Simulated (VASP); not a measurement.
Input of a VASP 6.6.1 run:

The input INCAR:

```
  PREC = Accurate
  ENCUT = 520
  EDIFF = 1E-6
  ISMEAR = 1
  SIGMA = 0.1
  LREAL = F
  LASPH = T
  NELM = 150
  ALGO = Fast
  ISIF = 2
  LWAVE = F
  LCHARG = T
  MAGMOM = 0 0 0
  LORBIT = 11
  LSORBIT = T
  GGA_COMPAT = F
  LORBMOM = T
  LMAXMIX = 4
  GGA = PS
  IVDW = 13
  LVHAR = T
  NBANDS = 22
```

The input KPOINTS:

```
regular mesh
0
Gamma
  8 8 8
```

The input POSCAR:

```
Ag
1.0
    0.0000000000      2.0562785400      2.0562785400
    2.0562785400      0.0000000000      2.0562785400
    2.0562785400      2.0562785400      0.0000000000
Ag
1
Direct
    0.0000000000      0.0000000000      0.0000000000
```

Potentials or basis: VASP PAW PBE potentials, release 64 (Ag).

Launch:

```bash
$ cat potpaw_PBE.64/Ag/POTCAR > POTCAR
$ mpirun -np 1 vasp_ncl > vasp.out
```

(1) Estimate the pressure.

(2) Predict the net moment.

Answers

(1) -7.1 GPa.

(2) 0.00 μB per cell.

Caveat: the PAW data sets were made with another functional, which shifts forces and pressure a little.
